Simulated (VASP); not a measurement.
Here is a VASP 6.6.1 calculation.

The input INCAR:

```
SYSTEM = NaI
PREC = Accurate
ENCUT = 520
EDIFF = 1E-6
ISMEAR = -1
SIGMA = 0.01
LREAL = .FALSE.
LASPH = .TRUE.
NELM = 150
ALGO = Normal
ISIF = 2
LWAVE = .FALSE.
LCHARG = .FALSE.
MAGMOM = 0 0 0 0 0 0
LORBIT = 11
LSORBIT = .TRUE.
GGA_COMPAT = .FALSE.
LORBMOM = .TRUE.
GGA = PE
NBANDS = 26
```

File KPOINTS:

```
Automatic mesh
0
G
  7 7 7
  0 0 0
```

File POSCAR:

```
NaI
1.0
    0.0000000000      3.2364000000      3.2364000000
    3.2364000000      0.0000000000      3.2364000000
    3.2364000000      3.2364000000      0.0000000000
Na I
1 1
Direct
    0.0000000000      0.0000000000      0.0000000000
    0.5000000000      0.5000000000      0.5000000000
```

Potentials or basis: VASP PAW PBE potentials, release 64 (Na_pv, I).

Run with:

```bash
$ cat potpaw_PBE.64/Na_pv/POTCAR potpaw_PBE.64/I/POTCAR > POTCAR
$ mpirun -np 1 vasp_ncl > vasp.out
```

Task: Estimate the pressure.

Result: 0.5 GPa.

Task: What does it give for the net moment?

Result: 0.00 μB per cell.

Moments on the atoms (μB; x, y, z):
```
Na  0.00 0.00 0.00
I   0.00 0.00 0.00
```
